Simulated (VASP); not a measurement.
Write the native input for VASP 6.6.1 that does the following.

| Property | Result |
| --- | --- |
| Task | relaxation of cell and atoms |
| Functional | revPBE |
| Potentials or basis | VASP PAW PBE potentials, release 64 (Rh_pv) |
| Cutoff | 600 eV |
| k mesh | 10 × 10 × 10 |
| Occupations | fermi-dirac, width 0.1 eV |
| Spin | no spin polarisation |
| Dipole correction | no |
| Further INCAR settings | ALGO = Normal; EDIFF = 1e-07; IBRION = 2; EDIFFG = -0.01; NSW = 80; ISIF = 3 |

The structure of Rh lies in POSCAR:

```
Rh
1.0
    0.0000000000      2.6478639740      2.6478639740
    2.6478639740      0.0000000000      2.6478639740
    2.6478639740      2.6478639740      0.0000000000
Rh
2
Direct
    0.1250000000      0.1250000000      0.1250000000
    0.8750000000      0.8750000000      0.8750000000
```

One way to write it, as run:

INCAR

```
PREC = Accurate
ENCUT = 600
EDIFF = 1E-7
ISMEAR = -1
SIGMA = 0.1
LREAL = False
LASPH = True
NELM = 60
ALGO = Normal
ISIF = 3
LWAVE = False
LCHARG = False
GGA = RE
IBRION = 2
NSW = 80
EDIFFG = -0.01
```

KPOINTS

```
regular mesh
0
Gamma
  10 10 10
```

Potentials or basis: VASP PAW PBE potentials, release 64 (Rh_pv).

Command:

```console
$ cat potpaw_PBE.64/Rh_pv/POTCAR > POTCAR
$ mpirun -np 1 vasp_std > vasp.out
```

Results of the run:

| Item | Value |
| --- | --- |
| Relaxed volume | 21.36 Å³/atom |
| Relaxed cell | a = 3.924 Å, b = 3.924 Å, c = 3.924 Å, α = 60.00°, β = 60.00°, γ = 60.00° |
| Space group after relaxing (to 0.05 Å) | Fd-3m (No. 227) |
| Energy gained by relaxing | 181.9 meV/atom |
| Ionic steps | 17 |
| Pressure after relaxing | 0.1 GPa |
| Band gap on the k mesh | zero (band 15 reaches 6.79 eV, above the bottom of band 16 at 5.66 eV) |

Caveat: the volume moved by over 15 % at a fixed basis, so the end points are rough; the PAW data sets were made with another functional, which shifts forces and pressure a little.

It took 110 s on 1 thread of Intel(R) Xeon(R) 6975P-C (Granite Rapids) (shared host), peak memory 0.19 GiB.
